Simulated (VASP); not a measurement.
Al: single point with PBE

Crystal: Al.

```
CELL_PARAMETERS angstrom
-1.57432 1.57432 1.61751
1.57432 -1.57432 1.61751
3.14865 3.14865 0.00000
ATOMIC_POSITIONS crystal
Al 0.03908 0.96092 0.00000
Al 0.46092 0.53908 0.50000
```

This cell differs from its parent crystal: atoms displaced along a vibrational mode, the cell strained.

* Program: VASP 6.6.1
* Task: single point
* Functional: PBE
* Potentials or basis: VASP PAW PBE potentials, release 64 (Al)
* Cutoff: 520 eV
* k mesh: 20 × 20 × 12
* Occupations: gaussian, width 0.15 eV
* Spin: no spin polarisation
* Dipole correction: no
* Further INCAR settings: ALGO = Fast; EDIFF = 1e-06; NBANDS = 10

```yaml
Pressure: 4.2 GPa
Largest_force: 0.103 eV/Å
Band_gap_on_the_k_mesh: zero (bands 3 and 4 overlap by 9.37 eV)
```

Forces on the atoms (eV/Å):
```
Al  -0.073  0.073  0.000
Al   0.073 -0.073  0.000
```

Stress tensor (GPa, compression positive):
```
 4.26 -0.82  0.00
-0.82  4.26  0.00
 0.00  0.00  4.21
```

Levels at points of the mesh, in eV from the Fermi level:
| k point | band 1 | band 2 | band 3 | band 4 | band 5 | band 6 |
| --- | --- | --- | --- | --- | --- | --- |
| (0.00, 0.00, 0.00) | -11.33 | -4.34 | -3.72 | 7.98 | 8.04 | 9.66 |
| (0.50, 0.00, 0.00) | -6.16 | -5.90 | 0.37 | 0.97 | 1.41 | 1.55 |
| (0.50, 0.50, 0.00) | -4.33 | -3.77 | 1.43 | 2.24 | 2.39 | 2.76 |
| (0.00, 0.00, 0.50) | -9.48 | -9.48 | 4.65 | 4.65 | 9.32 | 9.32 |
| (0.50, 0.00, 0.50) | -4.50 | -4.50 | -3.95 | -3.95 | 8.60 | 8.60 |
| (0.50, 0.50, 0.50) | -2.73 | -2.73 | -1.80 | -1.80 | 3.07 | 3.07 |

Run time: 110 s on 1 thread of Intel(R) Xeon(R) Platinum 8488C (Sapphire Rapids), with other jobs on the host, peak memory 0.29 GiB.

Caveat: the cell differs from its parent crystal (atoms displaced along a vibrational mode, the cell strained); the cell stands under pressure.
